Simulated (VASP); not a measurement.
# CdSi26C27 (a cell with a defect) in VASP: single point with PBE

Aim: the single point of CdSi26C27 (a cell with a defect) with PBE.

All numbers are computed with VASP 6.6.1; they aren't measurements. Logs are shortened: lines on timing, memory, paths and dates and some standing lists are left out, and cuts for length are marked.

## Step 1: The cell of the first run

The cell holds a defect, 54 atoms: a = 9.245 Å, b = 9.245 Å, c = 9.245 Å, α = 60.00°, β = 60.00°, γ = 60.00°.

## Step 2: Single point, PBE

The input, INCAR:

```
ALGO = Normal ; EDIFF = 1E-6
ENCUT = 520 ; GGA = PE
ISIF = 2 ; ISMEAR = -1
LASPH = True ; LCHARG = False
LREAL = Auto ; LWAVE = False
NBANDS = 145 ; NELECT = 226.0
NELM = 100 ; PREC = Accurate
SIGMA = 0.01
```

The input, KPOINTS:

```
k-points
0
Gamma
  3 3 3
```

The input, POSCAR:

```
CdSi26C27
1.0
    0.0000000000      6.5370000000      6.5370000000
    6.5370000000      0.0000000000      6.5370000000
    6.5370000000      6.5370000000      0.0000000000
Cd Si C
1 26 27
Direct
    0.0000000000      0.0000000000      0.0000000000
    0.0020492538      0.0020492538      0.3313719434
    0.0020492538      0.0020492538      0.6645295489
    0.0020492538      0.3313719434      0.0020492538
    0.0016378066      0.3327873978      0.3327873978
    0.0020492538      0.3313719434      0.6645295489
    0.0020492538      0.6645295489      0.0020492538
    0.0020492538      0.6645295489      0.3313719434
    0.0006027086      0.6664657638      0.6664657638
    0.3313719434      0.0020492538      0.0020492538
    0.3327873978      0.0016378066      0.3327873978
    0.3313719434      0.0020492538      0.6645295489
    0.3327873978      0.3327873978      0.0016378066
    0.3327873978      0.3327873978      0.3327873978
    0.3327224376      0.3327224376      0.6672775624
    0.3313719434      0.6645295489      0.0020492538
    0.3327224376      0.6672775624      0.3327224376
    0.3327224376      0.6672775624      0.6672775624
    0.6645295489      0.0020492538      0.0020492538
    0.6645295489      0.0020492538      0.3313719434
    0.6664657638      0.0006027086      0.6664657638
    0.6645295489      0.3313719434      0.0020492538
    0.6672775624      0.3327224376      0.3327224376
    0.6672775624      0.3327224376      0.6672775624
    0.6664657638      0.6664657638      0.0006027086
    0.6672775624      0.6672775624      0.3327224376
    0.6664657638      0.6664657638      0.6664657638
    0.0937289555      0.0937289555      0.0937289555
    0.0824855459      0.0824855459      0.4175144541
    0.0937289555      0.0937289555      0.7188131334
    0.0824855459      0.4175144541      0.0824855459
    0.0824855459      0.4175144541      0.4175144541
    0.0830149740      0.4166096243      0.7501877009
    0.0937289555      0.7188131334      0.0937289555
    0.0830149740      0.7501877009      0.4166096243
    0.0830149740      0.7501877009      0.7501877009
    0.4175144541      0.0824855459      0.0824855459
    0.4175144541      0.0824855459      0.4175144541
    0.4166096243      0.0830149740      0.7501877009
    0.4175144541      0.4175144541      0.0824855459
    0.4166414126      0.4166414126      0.4166414126
    0.4166414126      0.4166414126      0.7500757622
    0.4166096243      0.7501877009      0.0830149740
    0.4166414126      0.7500757622      0.4166414126
    0.4166096243      0.7501877009      0.7501877009
    0.7188131334      0.0937289555      0.0937289555
    0.7501877009      0.0830149740      0.4166096243
    0.7501877009      0.0830149740      0.7501877009
    0.7501877009      0.4166096243      0.0830149740
    0.7500757622      0.4166414126      0.4166414126
    0.7501877009      0.4166096243      0.7501877009
    0.7501877009      0.7501877009      0.0830149740
    0.7501877009      0.7501877009      0.4166096243
    0.7500000000      0.7500000000      0.7500000000
```

Potentials or basis: VASP PAW PBE potentials, release 64 (Cd, Si, C).

Started as:

```sh
$ cat potpaw_PBE.64/Cd/POTCAR potpaw_PBE.64/Si/POTCAR potpaw_PBE.64/C/POTCAR > POTCAR
$ mpirun -np 1 vasp_std > vasp.out
```

OUTCAR:

```text
EDIFF = 1E-6
   ENCUT = 520
   GGA = PE
   ISIF = 2
   ISMEAR = -1
   LASPH = True
   LREAL = Auto
   NELECT = 226.0
   NELM = 100
   PREC = Accurate

 ion  position               nearest neighbor table
   1  0.000  0.000  0.000-  28 2.12  30 2.12  34 2.12  46 2.12   4 3.08  10 3.08   2 3.08  20 3.08
                            22 3.08   8 3.08   6 3.08  12 3.08  16 3.08   7 3.08  19 3.08   3 3.08
   2  0.002  0.002  0.331-  28 1.80  29 1.86  35 1.90  47 1.90   4 3.04  10 3.04   5 3.06  11 3.06
                            17 3.08  23 3.08   3 3.08   1 3.08  21 3.10   9 3.10   8 3.12  20 3.12
   3  0.002  0.002  0.665-  30 1.80  29 1.86  36 1.90  48 1.90   6 3.04  12 3.04  11 3.06   5 3.06
                            18 3.08  24 3.08   2 3.08   1 3.08  21 3.10   9 3.10   7 3.12  19 3.12
   4  0.002  0.331  0.002-  28 1.80  31 1.86  33 1.90  49 1.90   2 3.04  10 3.04   5 3.06  13 3.06
                            15 3.08  23 3.08   7 3.08   1 3.08   9 3.10  25 3.10   6 3.12  22 3.12
   5  0.002  0.333  0.333-  31 1.89  29 1.89  32 1.89  50 1.90  13 3.06  14 3.06  11 3.06   8 3.06
                             6 3.06   3 3.06   7 3.06   2 3.06   4 3.06  23 3.09  24 3.09  26 3.09
   6  0.002  0.331  0.665-  30 1.80  32 1.86  51 1.90  33 1.90   3 3.04  12 3.04   5 3.06  14 3.06
                            24 3.08  15 3.08   8 3.08   1 3.08  27 3.10   9 3.10   4 3.12  22 3.12
   7  0.002  0.665  0.002-  34 1.80  31 1.86  36 1.90  52 1.90   8 3.04  16 3.04  13 3.06   5 3.06
                            18 3.08  26 3.08   4 3.08   1 3.08  25 3.10   9 3.10   3 3.12  19 3.12
   8  0.002  0.665  0.331-  34 1.80  32 1.86  53 1.90  35 1.90   7 3.04  16 3.04   5 3.06  14 3.06
                            26 3.08  17 3.08   6 3.08   1 3.08  27 3.10   9 3.10   2 3.12  20 3.12
   9  0.001  0.666  0.666-  33 1.89  35 1.89  36 1.89  54 1.89  15 3.08  17 3.08  18 3.08  25 3.09
                            27 3.09  21 3.09   3 3.10   7 3.10   4 3.10   2 3.10   8 3.10   6 3.10
  10  0.331  0.002  0.002-  28 1.80  37 1.86  39 1.90  43 1.90   2 3.04   4 3.04  11 3.06  13 3.06
                            15 3.08  17 3.08  19 3.08   1 3.08  21 3.10  25 3.10  12 3.12  16 3.12
  11  0.333  0.002  0.333-  37 1.89  29 1.89  38 1.89  44 1.90  13 3.06  14 3.06   5 3.06  12 3.06
                            20 3.06  19 3.06   3 3.06  10 3.06   2 3.06  17 3.09  18 3.09  26 3.09
[... 57 lines left out ...]
  53  0.750  0.750  0.417-  26 1.88  27 1.89   8 1.90  20 1.90
  54  0.750  0.750  0.750-   9 1.89  21 1.89  25 1.89  27 1.89

  LATTYP: Found a face centered cubic cell.
 ALAT       =    13.0740000000

  Lattice vectors:

 A1 = (   0.0000000000,   6.5370000000,   6.5370000000)
 A2 = (   6.5370000000,   0.0000000000,   6.5370000000)
 A3 = (   6.5370000000,   6.5370000000,   0.0000000000)

Analysis of symmetry for initial positions (statically):
=====================================================================
 Subroutine PRICEL returns:
 Original cell was already a primitive cell.

 Routine SETGRP: Setting up the symmetry group for a
 face centered cubic supercell.

 Subroutine GETGRP returns: Found 24 space group operations
 (whereof 24 operations were pure point group operations)
 out of a pool of 48 trial point group operations.

The static configuration has the point symmetry T_d .

Analysis of symmetry for dynamics (positions and initial velocities):
=====================================================================
 Subroutine PRICEL returns:
 Original cell was already a primitive cell.

 Routine SETGRP: Setting up the symmetry group for a
 face centered cubic supercell.

 Subroutine GETGRP returns: Found 24 space group operations
 (whereof 24 operations were pure point group operations)
 out of a pool of 48 trial point group operations.

The dynamic configuration has the point symmetry T_d .

 Subroutine INISYM returns: Found 24 space group operations
 (whereof 24 operations are pure point group operations),
 and found     1 'primitive' translations

----------------------------------------------------------------------------------------

                                     Primitive cell

  volume of cell :     558.6830

  direct lattice vectors                    reciprocal lattice vectors
     0.000000000  6.537000000  6.537000000    -0.076487685  0.076487685  0.076487685
     6.537000000  0.000000000  6.537000000     0.076487685 -0.076487685  0.076487685
     6.537000000  6.537000000  0.000000000     0.076487685  0.076487685 -0.076487685

  length of vectors
     9.244714057  9.244714057  9.244714057     0.132480557  0.132480557  0.132480557

  position of ions in fractional coordinates (direct lattice)
     0.000000000  0.000000000  0.000000000
     0.002049254  0.002049254  0.331371943
     0.002049254  0.002049254  0.664529549
     0.002049254  0.331371943  0.002049254
     0.001637807  0.332787398  0.332787398
     0.002049254  0.331371943  0.664529549
[... 46 lines left out ...]
     0.750187701  0.750187701  0.416609624
     0.750000000  0.750000000  0.750000000

  ion indices of the primitive-cell ions
   primitive index   ion index
                 1           1
                 2           2
                 3           3
                 4           4
                 5           5
                 6           6
[... 46 lines left out ...]
                53          53
                54          54

----------------------------------------------------------------------------------------

 KPOINTS: k-points

Automatic generation of k-mesh.
 Grid dimensions read from file:
 generate k-points for:    3    3    3

 Generating k-lattice:

  Cartesian coordinates                     Fractional coordinates (reciprocal lattice)
    -0.025495895  0.025495895  0.025495895     0.333333333  0.000000000  0.000000000
     0.025495895 -0.025495895  0.025495895     0.000000000  0.333333333  0.000000000
     0.025495895  0.025495895 -0.025495895     0.000000000  0.000000000  0.333333333

  Length of vectors
     0.044160186  0.044160186  0.044160186

  Shift w.r.t. Gamma in fractional coordinates (k-lattice)
     0.000000000  0.000000000  0.000000000

 Subroutine IBZKPT returns following result:
 ===========================================

 Found      4 irreducible k-points:

 Following reciprocal coordinates:
            Coordinates               Weight
  0.000000  0.000000  0.000000      1.000000
  0.333333  0.000000  0.000000      8.000000
  0.333333  0.333333  0.000000      6.000000
 -0.333333  0.333333  0.000000     12.000000
   k-points           NKPTS =      4   k-points in BZ     NKDIM =      4   number of bands    NBANDS=    145
   number of dos      NEDOS =    301   number of ions     NIONS =     54
   total plane-waves  NPLWV = 343000
   dimension x,y,z NGX =    70 NGY =   70 NGZ =   70
   dimension x,y,z NGXF=   140 NGYF=  140 NGZF=  140
   ions per type =               1  26  27
   NGX,Y,Z   is equivalent  to a cutoff of  12.59, 12.59, 12.59 a.u.
   NGXF,Y,Z  is equivalent  to a cutoff of  25.18, 25.18, 25.18 a.u.
 SYSTEM =  unknown system
   PREC   = accura    normal or accurate (medium, high low for compatibility)
   ISTART =      0    job   : 0-new  1-cont  2-samecut
   ICHARG =      2    charge: 1-file 2-atom 10-const
   ISPIN  =      1    spin polarized calculation?
   LNONCOLLINEAR =      F non collinear calculations
   LSORBIT =      F    spin-orbit coupling
   LASPH  =      T    aspherical Exc in radial PAW
   ENCUT  =  520.0 eV  38.22 Ry    6.18 a.u.  17.19 17.19 17.19*2*pi/ulx,y,z
   NELM   =    100;   NELMIN=  2; NELMDL= -5     # of ELM steps
   EDIFF  = 0.1E-05   stopping-criterion for ELM
   LREAL  =      T    real-space projection
   EDIFFG = 0.1E-04   stopping-criterion for IOM
   NSW    =      0    number of steps for IOM
   IBRION =     -1    ionic relax: 0-MD 1-quasi-New 2-CG
   NFREE  =      0    steps in history (QN), initial steepest desc. (CG)
   ISIF   =      2    stress and relaxation
   ISYM   =      2    0-nonsym 1-usesym 2-fastsym
   POTIM  = 0.5000    time-step for ionic-motion
   TEBEG  =    0.0;   TEEND  =   0.0 temperature during run
   PSTRESS=    0.0 pullay stress
   NELECT =     226.0000    total number of electrons
   NUPDOWN=      -1.0000    fix difference up-down
   EMIN   =  10.00;   EMAX   =-10.00  energy-range for DOS
   EFERMI =   0.00;   METHOD = LEGACY
   ISMEAR =    -1;   SIGMA  =   0.01  broadening in eV -4-tet -1-fermi 0-gaus
   EFERMI_NEDOS =   21; number of points for ismear=-14 and -15
   IALGO  =     38    algorithm
   IMIX   =      4    mixing-type and parameters
     AMIX     =   0.40;   BMIX     =  1.00
     AMIX_MAG =   1.60;   BMIX_MAG =  1.00
  volume/ion in A,a.u.               =      10.35        69.82
  Fermi-wavevector in a.u.,A,eV,Ry     =   1.210754  2.287993 19.945116  1.465925
  Thomas-Fermi vector in A             =   2.346291
   LORBIT       =      0    0 simple, 1 ext, 2 COOP (PROOUT), +10 PAW based schemes
   GGA     = PE    functional components
[... 5 lines left out ...]
 non-spin polarized calculation
  energy-cutoff  :      520.00
  volume of cell :      558.68
 maximum number of plane-waves:     15070
 NGX is ok and might be reduce to    70
   NGX = 35   NGY = 35   NGZ = 35

 number of electron     225.9999998 magnetization

 Free energy of the ion-electron system (eV)
  ---------------------------------------------------
  ext. energy  EPLUGINS =         0.00000000
  ---------------------------------------------------
  free energy    TOTEN  =      -378.27050464 eV

  energy without entropy =     -378.27050464  energy(sigma->0) =     -378.27050464

 E-fermi :   9.2571     XC(G=0): -11.4584

 val. band max:        8.9813926010   @ k =   0.0000   0.0000   0.0000
 cond. band min:       9.5926778916   @ k =   0.3333   0.3333   0.0000
 fundamental gap:      0.6112852906
 Fermi energy:         9.2571183580

 k-point     1 :       0.0000    0.0000    0.0000
  band No.  band energies     occupation
      1      -7.4773      2.00000
      2      -5.4968      2.00000
      3      -5.4610      2.00000
      4      -5.4610      2.00000
      5      -5.4610      2.00000
      6      -5.4376      2.00000
[... 501 lines left out ...]
    124      13.0671      0.00000
    125      13.0914      0.00000
 [bands above 125 left out]

------------------------ aborting loop because EDIFF is reached ----------------------------------------

  FORCE on cell =-STRESS in cart. coord.  units (eV):
  Direction    XX          YY          ZZ          XY          YZ          ZX
  --------------------------------------------------------------------------------------
  -------------------------------------------------------------------------------------
  Total       49.0793307     49.0793307     49.0793307      0.0000000      0.0000000      0.0000000
  in kB      140.7484962    140.7484962    140.7484962      0.0000000      0.0000000      0.0000000
  external PRESSURE =     140.7484962 kB  Pullay stress =       0.0000000 kB

 VOLUME and BASIS-vectors are now :
 -----------------------------------------------------------------------------
  energy-cutoff  :      520.00
  volume of cell :      558.68
      direct lattice vectors                 reciprocal lattice vectors
     0.000000000  6.537000000  6.537000000    -0.076487685  0.076487685  0.076487685
     6.537000000  0.000000000  6.537000000     0.076487685 -0.076487685  0.076487685
     6.537000000  6.537000000  0.000000000     0.076487685  0.076487685 -0.076487685

 POSITION                                       TOTAL-FORCE (eV/Angst)
 -----------------------------------------------------------------------------------
      0.00000      0.00000      0.00000         0.000000      0.000000      0.000000
      2.17957      2.17957      0.02679        -0.003661     -0.003661      0.006682
      4.35743      4.35743      0.02679         0.003661      0.003661      0.006682
      2.17957      0.02679      2.17957        -0.003661      0.006682     -0.003661
      4.35086      2.18614      2.18614        -0.005435      0.005435      0.005435
      6.51021      4.35743      2.17957        -0.006682      0.003661     -0.003661
[... 46 lines left out ...]
      7.62735      7.62735      9.80795         0.007774      0.007774      0.015108
      9.80550      9.80550      9.80550         0.000000      0.000000      0.000000
 -----------------------------------------------------------------------------------
    total drift:                                0.000002      0.000002      0.000001

  FREE ENERGIE OF THE ION-ELECTRON SYSTEM (eV)
  ---------------------------------------------------
  free  energy   TOTEN  =      -378.2705046440 eV

  energy  without entropy=     -378.2705046440  energy(sigma->0) =     -378.27050464
```

Wall time 15 min (1 thread of Intel Xeon Platinum 8259CL at 2.50GHz (Skylake/Cascade Lake), shared host); peak memory 0.79 GiB.

What came out:

```
Free energy   : -378.2705 eV
Largest force : 0.087 eV/Å
```

Forces on the atoms (eV/Å):
```
Cd   0.000  0.000  0.000
Si  -0.004 -0.004  0.007
Si   0.004  0.004  0.007
Si  -0.004  0.007 -0.004
Si  -0.005  0.005  0.005
Si  -0.007  0.004 -0.004
Si   0.004  0.007  0.004
Si  -0.007 -0.004  0.004
Si  -0.005  0.005  0.005
Si   0.007 -0.004 -0.004
Si   0.005 -0.005  0.005
Si   0.004 -0.007 -0.004
Si   0.005  0.005 -0.005
Si  -0.005 -0.005 -0.005
Si   0.000  0.000 -0.008
Si   0.004 -0.004 -0.007
Si   0.000 -0.008  0.000
Si   0.008  0.000  0.000
Si   0.007  0.004  0.004
Si  -0.004 -0.007  0.004
Si   0.005 -0.005  0.005
Si  -0.004  0.004 -0.007
Si  -0.008  0.000  0.000
Si   0.000  0.008  0.000
Si   0.005  0.005 -0.005
Si   0.000  0.000  0.008
Si  -0.005 -0.005 -0.005
C    0.050  0.050  0.050
C    0.000  0.000 -0.022
C   -0.050 -0.050  0.050
C    0.000 -0.022  0.000
C    0.022  0.000  0.000
C    0.008 -0.008 -0.015
C   -0.050  0.050 -0.050
C    0.008 -0.015 -0.008
C    0.015 -0.008 -0.008
C   -0.022  0.000  0.000
C    0.000  0.022  0.000
C   -0.008  0.008 -0.015
C    0.000  0.000  0.022
C   -0.003 -0.003 -0.003
C    0.003  0.003 -0.003
C   -0.008 -0.015  0.008
C    0.003 -0.003  0.003
C    0.015  0.008  0.008
C    0.050 -0.050 -0.050
C   -0.015  0.008 -0.008
C   -0.008  0.015 -0.008
C   -0.015 -0.008  0.008
C   -0.003  0.003  0.003
C    0.008  0.015  0.008
C   -0.008 -0.008  0.015
C    0.008  0.008  0.015
C    0.000  0.000  0.000
```

Caveat: the cell carries a net charge on a neutralising background, which shifts energy and pressure; the cell is charged against a uniform background, so pressure and absolute levels hang on convention.
